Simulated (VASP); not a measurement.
Crystal: GaN.

```
Ga N
1.0
     0.00000    2.29770    2.29770
     2.29770    0.00000    2.29770
     2.29770    2.29770    0.00000
Ga N
1 1
Direct
  0.00000 0.00000 0.00000
  0.25000 0.25000 0.25000
```

This cell differs from its parent crystal: volume scaled by 1.06.

Base run:

| Property | Result |
| --- | --- |
| Program | VASP 6.6.1 |
| Functional | PBEsol |
| Potentials or basis | VASP PAW PBE potentials, release 64 (Ga_d, N) |
| Cutoff | 520 eV |
| k mesh | 10 × 10 × 10 |
| Occupations | fermi-dirac, width 0.05 eV |
| Spin | no spin polarisation |

Its results: band gap on the k mesh 1.31 eV, direct; pressure -10.6 GPa.

Question: The run is repeated on the same cell with these changes: functional from PBEsol to RPBE. What comes out?

Answer: Band gap on the k mesh 1.40 eV, direct; pressure -1.2 GPa.

RPBE binds less tightly than PBEsol, so the same cell stands under more pressure.

Caveats: the PAW data sets were made with another functional, which shifts forces and pressure a little.

